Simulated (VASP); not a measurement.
# Ba3Os (Pm-3m) in VASP: notebook

Runs on Ba3Os. Level: PBE. Tasks: single point.

Program: VASP 6.6.1. These are calculated values, not measurements. Logs are shortened: lines on timing, memory, paths and dates and some standing lists are left out, and cuts for length are marked.

### Step 1. The cell of the first run

It takes space group Pm-3m (No. 221, cubic). Conventional cell: a = 4.979 Å, b = 4.979 Å, c = 4.979 Å, α = 90.00°, β = 90.00°, γ = 90.00°. Within 4.6 Å of Ba (site symmetry 4/mmm) lie 8 Ba at 3.52 Å and 4 Os at 3.52 Å. Within 4.6 Å of Os (site symmetry m-3m) lie 12 Ba at 3.52 Å.

### Step 2. Single point, PBE

INCAR reads:

```
  PREC = Accurate
  ENCUT = 520
  EDIFF = 1E-6
  ISMEAR = 0
  SIGMA = 0.1
  LREAL = False
  LASPH = True
  NELM = 60
  ALGO = Fast
  ISIF = 2
  LWAVE = False
  LCHARG = False
  GGA = PE
  NBANDS = 27
```

KPOINTS reads:

```
Automatic mesh
0
Gamma
  4 4 4
```

POSCAR reads:

```
Ba3Os
1.0
    4.9790085085      0.0000000000      0.0000000000
    0.0000000000      4.9790085085      0.0000000000
    0.0000000000      0.0000000000      4.9790085085
Ba Os
3 1
Direct
    0.0000000000      0.5000000000      0.5000000000
    0.5000000000      0.0000000000      0.5000000000
    0.5000000000      0.5000000000      0.0000000000
    0.0000000000      0.0000000000      0.0000000000
```

Potentials or basis: VASP PAW PBE potentials, release 64 (Ba_sv, Os).

Command:

```
$ cat potpaw_PBE.64/Ba_sv/POTCAR potpaw_PBE.64/Os/POTCAR > POTCAR
$ mpirun -np 1 vasp_std > vasp.out
```

OUTCAR:

```text
PREC = Accurate
   ENCUT = 520
   EDIFF = 1E-6
   ISMEAR = 0
   LREAL = False
   LASPH = True
   NELM = 60
   ISIF = 2
   GGA = PE

 ion  position               nearest neighbor table
   1  0.000  0.500  0.500-   2 3.52   3 3.52   4 3.52   3 3.52   4 3.52   2 3.52   4 3.52   4 3.52
                             2 3.52   3 3.52   3 3.52   2 3.52
   2  0.500  0.000  0.500-   1 3.52   3 3.52   4 3.52   3 3.52   4 3.52   1 3.52   3 3.52   3 3.52
                             1 3.52   4 3.52   4 3.52   1 3.52
   3  0.500  0.500  0.000-   1 3.52   2 3.52   4 3.52   1 3.52   2 3.52   2 3.52   4 3.52   2 3.52
                             1 3.52   4 3.52   1 3.52   4 3.52
   4  0.000  0.000  0.000-   1 3.52   2 3.52   3 3.52   1 3.52   2 3.52   1 3.52   3 3.52   1 3.52
                             2 3.52   3 3.52   2 3.52   3 3.52

  LATTYP: Found a simple cubic cell.
 ALAT       =     4.9790085085

  Lattice vectors:

 A1 = (   4.9790085085,   0.0000000000,   0.0000000000)
 A2 = (   0.0000000000,   4.9790085085,   0.0000000000)
 A3 = (   0.0000000000,   0.0000000000,   4.9790085085)

Analysis of symmetry for initial positions (statically):
=====================================================================
 Subroutine PRICEL returns:
 Original cell was already a primitive cell.

 Routine SETGRP: Setting up the symmetry group for a
 simple cubic supercell.

 Subroutine GETGRP returns: Found 48 space group operations
 (whereof 48 operations were pure point group operations)
 out of a pool of 48 trial point group operations.

The static configuration has the point symmetry O_h .

Analysis of symmetry for dynamics (positions and initial velocities):
=====================================================================
 Subroutine PRICEL returns:
 Original cell was already a primitive cell.

 Routine SETGRP: Setting up the symmetry group for a
 simple cubic supercell.

 Subroutine GETGRP returns: Found 48 space group operations
 (whereof 48 operations were pure point group operations)
 out of a pool of 48 trial point group operations.

The dynamic configuration has the point symmetry O_h .

 Subroutine INISYM returns: Found 48 space group operations
 (whereof 48 operations are pure point group operations),
 and found     1 'primitive' translations

----------------------------------------------------------------------------------------

                                     Primitive cell

  volume of cell :     123.4322

  direct lattice vectors                    reciprocal lattice vectors
     4.979008508  0.000000000  0.000000000     0.200843200  0.000000000  0.000000000
     0.000000000  4.979008508  0.000000000     0.000000000  0.200843200  0.000000000
     0.000000000  0.000000000  4.979008508     0.000000000  0.000000000  0.200843200

  length of vectors
     4.979008508  4.979008508  4.979008508     0.200843200  0.200843200  0.200843200

  position of ions in fractional coordinates (direct lattice)
     0.000000000  0.500000000  0.500000000
     0.500000000  0.000000000  0.500000000
     0.500000000  0.500000000  0.000000000
     0.000000000  0.000000000  0.000000000

  ion indices of the primitive-cell ions
   primitive index   ion index
                 1           1
                 2           2
                 3           3
                 4           4

----------------------------------------------------------------------------------------

 KPOINTS: Automatic mesh

Automatic generation of k-mesh.
 Grid dimensions read from file:
 generate k-points for:    4    4    4

 Generating k-lattice:

  Cartesian coordinates                     Fractional coordinates (reciprocal lattice)
     0.050210800  0.000000000  0.000000000     0.250000000  0.000000000  0.000000000
     0.000000000  0.050210800  0.000000000     0.000000000  0.250000000  0.000000000
     0.000000000  0.000000000  0.050210800     0.000000000  0.000000000  0.250000000

  Length of vectors
     0.050210800  0.050210800  0.050210800

  Shift w.r.t. Gamma in fractional coordinates (k-lattice)
     0.000000000  0.000000000  0.000000000

 Subroutine IBZKPT returns following result:
 ===========================================

 Found     10 irreducible k-points:

 Following reciprocal coordinates:
            Coordinates               Weight
  0.000000  0.000000  0.000000      1.000000
  0.250000  0.000000  0.000000      6.000000
  0.500000  0.000000  0.000000      3.000000
  0.250000  0.250000  0.000000     12.000000
  0.500000  0.250000  0.000000     12.000000
  0.500000  0.500000  0.000000      3.000000
  0.250000  0.250000  0.250000      8.000000
  0.500000  0.250000  0.250000     12.000000
  0.500000  0.500000  0.250000      6.000000
  0.500000  0.500000  0.500000      1.000000
   k-points           NKPTS =     10   k-points in BZ     NKDIM =     10   number of bands    NBANDS=     27
   number of dos      NEDOS =    301   number of ions     NIONS =      4
   total plane-waves  NPLWV =  64000
   dimension x,y,z NGX =    40 NGY =   40 NGZ =   40
   dimension x,y,z NGXF=    80 NGYF=   80 NGZF=   80
   ions per type =               3   1
   NGX,Y,Z   is equivalent  to a cutoff of  13.36, 13.36, 13.36 a.u.
   NGXF,Y,Z  is equivalent  to a cutoff of  26.71, 26.71, 26.71 a.u.
 SYSTEM =  unknown system
   PREC   = accura    normal or accurate (medium, high low for compatibility)
   ISTART =      0    job   : 0-new  1-cont  2-samecut
   ICHARG =      2    charge: 1-file 2-atom 10-const
   ISPIN  =      1    spin polarized calculation?
   LNONCOLLINEAR =      F non collinear calculations
   LSORBIT =      F    spin-orbit coupling
   LASPH  =      T    aspherical Exc in radial PAW
   ENCUT  =  520.0 eV  38.22 Ry    6.18 a.u.   9.26  9.26  9.26*2*pi/ulx,y,z
   NELM   =     60;   NELMIN=  2; NELMDL= -5     # of ELM steps
   EDIFF  = 0.1E-05   stopping-criterion for ELM
   LREAL  =      F    real-space projection
   EDIFFG = 0.1E-04   stopping-criterion for IOM
   NSW    =      0    number of steps for IOM
   IBRION =     -1    ionic relax: 0-MD 1-quasi-New 2-CG
   NFREE  =      0    steps in history (QN), initial steepest desc. (CG)
   ISIF   =      2    stress and relaxation
   ISYM   =      2    0-nonsym 1-usesym 2-fastsym
   POTIM  = 0.5000    time-step for ionic-motion
   TEBEG  =    0.0;   TEEND  =   0.0 temperature during run
   PSTRESS=    0.0 pullay stress
   NELECT =      38.0000    total number of electrons
   NUPDOWN=      -1.0000    fix difference up-down
   EMIN   =  10.00;   EMAX   =-10.00  energy-range for DOS
   EFERMI =   0.00;   METHOD = LEGACY
   ISMEAR =     0;   SIGMA  =   0.10  broadening in eV -4-tet -1-fermi 0-gaus
   EFERMI_NEDOS =   21; number of points for ismear=-14 and -15
   IALGO  =     68    algorithm
   IMIX   =      4    mixing-type and parameters
     AMIX     =   0.40;   BMIX     =  1.00
     AMIX_MAG =   1.60;   BMIX_MAG =  1.00
  volume/ion in A,a.u.               =      30.86       208.24
  Fermi-wavevector in a.u.,A,eV,Ry     =   1.105418  2.088937 16.625622  1.221949
  Thomas-Fermi vector in A             =   2.241905
   LORBIT       =      0    0 simple, 1 ext, 2 COOP (PROOUT), +10 PAW based schemes
   GGA     = PE    functional components
   LHFCALC =     F    Hartree Fock is set to
   AEXX    =    0.0000 exact exchange contribution
   IVDW    =     0    specifies the selected vdW correction
   LEPSILON=     F    determine dielectric tensor
   LRPA    =     F    only Hartree local field effects (RPA)
 non-spin polarized calculation
 RMM-DIIS sequential band-by-band and
 Gauss-broadening in eV      SIGMA  =   0.10
  energy-cutoff  :      520.00
  volume of cell :      123.43
 maximum number of plane-waves:      3362
 NGX is ok and might be reduce to    40
   NGX = 19   NGY = 19   NGZ = 19

 number of electron      38.0000007 magnetization

 Free energy of the ion-electron system (eV)
  ---------------------------------------------------
  ext. energy  EPLUGINS =         0.00000000
  ---------------------------------------------------
  free energy    TOTEN  =       -13.43789400 eV

  energy without entropy =      -13.41154839  energy(sigma->0) =      -13.42472119

 E-fermi :   4.1297     XC(G=0):  -9.9905

 val. band max:        4.0801271108   @ k =   0.5000   0.2500   0.2500
 cond. band min:       4.1626698981   @ k =   0.5000   0.5000   0.0000
 fundamental gap:      0.0825427873
 Fermi energy:         4.1297180475

 k-point     1 :       0.0000    0.0000    0.0000
  band No.  band energies     occupation
      1     -24.3248      2.00000
      2     -23.6946      2.00000
      3     -23.6946      2.00000
      4     -10.3987      2.00000
      5     -10.3987      2.00000
      6     -10.3987      2.00000
[... 19 lines left out ...]
     26       8.4819      0.00000
     27       8.4819      0.00000

 k-point     2 :       0.2500    0.0000    0.0000
  band No.  band energies     occupation
      1     -24.2481      2.00000
      2     -23.7788      2.00000
      3     -23.6926      2.00000
      4     -10.2612      2.00000
      5     -10.2612      2.00000
      6     -10.1758      2.00000
[... 19 lines left out ...]
     26       7.1842      0.00000
     27       7.7150      0.00000

 k-point     3 :       0.5000    0.0000    0.0000
  band No.  band energies     occupation
      1     -24.1219      2.00000
      2     -23.9125      2.00000
      3     -23.6906      2.00000
      4     -10.0710      2.00000
      5     -10.0710      2.00000
      6      -9.5762      2.00000
[... 19 lines left out ...]
     26       7.5117      0.00000
     27       7.6693      0.00000

 k-point     4 :       0.2500    0.2500    0.0000
  band No.  band energies     occupation
      1     -24.1788      2.00000
      2     -23.8023      2.00000
      3     -23.7402      2.00000
      4     -10.4169      2.00000
      5     -10.1118      2.00000
      6      -9.7601      2.00000
[... 19 lines left out ...]
     26       7.3546      0.00000
     27       7.9309      0.00000
[... 96 lines left out ...]
      4     -10.7649      2.00000
      5      -9.9700      2.00000
      6      -9.8400      2.00000
[... 19 lines left out ...]
     26       6.4243      0.00000
     27       6.5129      0.00000

 k-point     9 :       0.5000    0.5000    0.2500
  band No.  band energies     occupation
      1     -23.9052      2.00000
      2     -23.9030      2.00000
      3     -23.9030      2.00000
      4     -10.9855      2.00000
      5     -10.1691      2.00000
      6      -9.8813      2.00000
[... 19 lines left out ...]
     26       6.7771      0.00000
     27       7.1252      0.00000

 k-point    10 :       0.5000    0.5000    0.5000
  band No.  band energies     occupation
      1     -23.9004      2.00000
      2     -23.9004      2.00000
      3     -23.9004      2.00000
      4     -11.2863      2.00000
      5     -10.1395      2.00000
      6     -10.1395      2.00000
[... 19 lines left out ...]
     26       7.1831      0.00000
     27       7.1864      0.00000

------------------------ aborting loop because EDIFF is reached ----------------------------------------

  FORCE on cell =-STRESS in cart. coord.  units (eV):
  Direction    XX          YY          ZZ          XY          YZ          ZX
  --------------------------------------------------------------------------------------
  -------------------------------------------------------------------------------------
  Total        3.2690967      3.2690967      3.2690967     -0.0000000      0.0000000      0.0000000
  in kB       42.4335871     42.4335871     42.4335871     -0.0000000      0.0000000      0.0000000
  external PRESSURE =      42.4335871 kB  Pullay stress =       0.0000000 kB

 VOLUME and BASIS-vectors are now :
 -----------------------------------------------------------------------------
  energy-cutoff  :      520.00
  volume of cell :      123.43
      direct lattice vectors                 reciprocal lattice vectors
     4.979008508  0.000000000  0.000000000     0.200843200  0.000000000  0.000000000
     0.000000000  4.979008508  0.000000000     0.000000000  0.200843200  0.000000000
     0.000000000  0.000000000  4.979008508     0.000000000  0.000000000  0.200843200

 POSITION                                       TOTAL-FORCE (eV/Angst)
 -----------------------------------------------------------------------------------
      0.00000      2.48950      2.48950         0.000000      0.000000      0.000000
      2.48950      0.00000      2.48950         0.000000      0.000000      0.000000
      2.48950      2.48950      0.00000         0.000000      0.000000      0.000000
      0.00000      0.00000      0.00000         0.000000      0.000000      0.000000
 -----------------------------------------------------------------------------------
    total drift:                                0.000000     -0.000000     -0.000000

  FREE ENERGIE OF THE ION-ELECTRON SYSTEM (eV)
  ---------------------------------------------------
  free  energy   TOTEN  =       -13.4378939961 eV

  energy  without entropy=      -13.4115483852  energy(sigma->0) =      -13.42472119
```

Run time: 41 s. Hardware: 1 thread of Intel Xeon Platinum 8375C at 2.90GHz (Ice Lake), shared host; peak memory 0.24 GiB.

Results:

```
Free energy            : -13.4379 eV
Pressure               : 4.2 GPa
Band gap on the k mesh : zero (band 19 reaches 4.87 eV, above the bottom of band 20 at 3.84 eV)
```

Levels at points of the mesh, in eV from the Fermi level:
| k point | band 16 | band 17 | band 18 | band 19 | band 20 | band 21 | band 22 | band 23 |
| --- | --- | --- | --- | --- | --- | --- | --- | --- |
| (0.00, 0.00, 0.00) | -1.98 | -1.66 | -1.66 | -1.66 | 1.07 | 1.07 | 1.07 | 2.53 |
| (0.50, 0.00, 0.00) | -0.95 | -0.56 | -0.32 | -0.32 | -0.29 | 0.17 | 0.92 | 0.92 |
| (0.50, 0.50, 0.00) | -0.35 | -0.35 | -0.08 | 0.03 | 0.49 | 0.49 | 0.98 | 0.98 |
| (0.50, 0.50, 0.50) | -1.52 | -0.36 | -0.36 | 0.74 | 0.74 | 0.74 | 2.46 | 2.46 |

Caveat: spin-orbit coupling is left out, which moves the levels of the heavy elements.

(Part 1 of 2 ends here.)
